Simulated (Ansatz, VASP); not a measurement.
**Al3Ga4N7 in VASP and in Ansatz**

```
CELL_PARAMETERS angstrom
5.55694 0.06891 0.08578
0.07412 5.62460 -0.06085
0.08979 -0.05906 5.59570
ATOMIC_POSITIONS crystal
Al 0.58512 0.44345 0.30182
Al 0.05796 0.61107 0.60112
Al 0.02989 0.44262 0.10665
N 0.51968 0.95677 0.62723
N 0.78134 0.20779 0.11960
N 0.75016 0.45369 0.60284
N 0.00230 0.94223 0.58128
N 0.73830 0.67302 0.11666
N 0.23333 0.46949 0.84121
N 0.24726 0.43148 0.35633
Ga 0.76367 0.94189 0.32568
Ga 0.75866 0.14284 0.77961
Ga 0.25237 0.16864 0.59478
Ga 0.54066 0.65420 0.81539
```

Alike in both runs: functional PBE; k mesh 3 × 3 × 3; occupations gaussian, width 0.1 eV; no spin polarisation.

Ansatz relaxed the structure, and its values are those at the end. VASP's run is a single point on that final structure, the one shown.

```csv
,VASP,Ansatz
version,VASP 6.6.1,Ansatz 0.2.0
potentials or method,"VASP PAW PBE potentials, release 64 (Al, N, Ga_d), cutoff 520 eV","scalar-relativistic, plane waves, PAW"
valence electrons in the cell,96,96
```

Ansatz gave:

* gap on the k mesh at the Fermi level (eV): 1.36
* least direct gap on the mesh (eV): 1.36
* rms of the force components (eV/Å): 0.006

Q: What did VASP give for the same quantities?

A: gap on the k mesh at the Fermi level (eV): 1.36; least direct gap on the mesh (eV): 1.36; rms of the force components (eV/Å): 0.014.
